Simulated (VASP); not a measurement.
## Ga3Se: relaxation of cell and atoms with r2SCAN+rVV10

The system is Ga3Se.

```
Ga Se
1.0
     4.43246    0.00000    0.00000
     0.00000    4.43246    0.00000
     0.00000    0.00000    4.43246
Ga Se
3 1
Direct
  0.00000 0.50000 0.50000
  0.50000 0.00000 0.50000
  0.50000 0.50000 0.00000
  0.00000 0.00000 0.00000
```

* Program: VASP 6.6.1
* Task: relaxation of cell and atoms
* Functional: r2SCAN
* Dispersion: rVV10
* Potentials or basis: VASP PAW PBE potentials, release 64 (Ga_d, Se)
* Cutoff: 600 eV
* k mesh: 10 × 10 × 10
* Occupations: gaussian, width 0.1 eV
* Spin: no spin polarisation
* Dipole correction: no
* Further INCAR settings: ALGO = Normal; EDIFF = 1e-06; IBRION = 2; EDIFFG = -0.01; NSW = 80; ISIF = 3

| Item | Value |
| --- | --- |
| Relaxed volume | 20.31 Å³/atom |
| Relaxed cell | a = 4.331 Å, b = 4.331 Å, c = 4.331 Å, α = 90.00°, β = 90.00°, γ = 90.00° |
| Space group after relaxing (to 0.1 Å) | Pm-3m (No. 221) |
| Energy gained by relaxing | 13.1 meV/atom |
| Ionic steps | 3 |
| Pressure after relaxing | 0.0 GPa |
| Band gap on the k mesh | zero (an odd number of electrons rules out a gap without spin polarisation) |

Step by step:
```
step  energy change (eV)  largest force (eV/Å)  pressure (GPa)  volume (Å³)
   1              0.0000                0.0000           -2.61        87.08
   2             -0.0484                0.0000           -0.81        82.69
   3             -0.0522                0.0000           -0.02        81.23
```

Final structure:
```
Ga Se
1.0
     4.33092    0.00000    0.00000
     0.00000    4.33092    0.00000
     0.00000    0.00000    4.33092
Ga Se
3 1
Direct
  0.00000 0.50000 0.50000
  0.50000 0.00000 0.50000
  0.50000 0.50000 0.00000
  0.00000 0.00000 0.00000
```

Levels at points of the mesh, in eV from the Fermi level:
```csv
k point,band 18,band 19,band 20,band 21,band 22,band 23,band 24,band 25,band 26,band 27
"(0.00, 0.00, 0.00)",-4.32,-4.32,-4.32,-2.72,-2.72,1.70,1.70,1.70,4.83,4.83
"(0.50, 0.00, 0.00)",-5.43,-3.27,-3.27,-1.89,-1.22,-0.44,-0.44,1.25,4.62,4.64
"(0.50, 0.50, 0.00)",-7.48,-6.98,-2.56,-0.74,-0.61,-0.61,1.67,1.71,1.71,1.92
"(0.50, 0.50, 0.50)",-5.54,-5.54,-5.33,-5.33,-5.33,-4.04,4.50,4.50,4.50,9.54
```

Run time: 28 min on 1 thread of Oxide Virtual Turin-like Processor, with other jobs on the host, peak memory 0.47 GiB.

Caveat: the PAW data sets were made with another functional, which shifts forces and pressure a little.
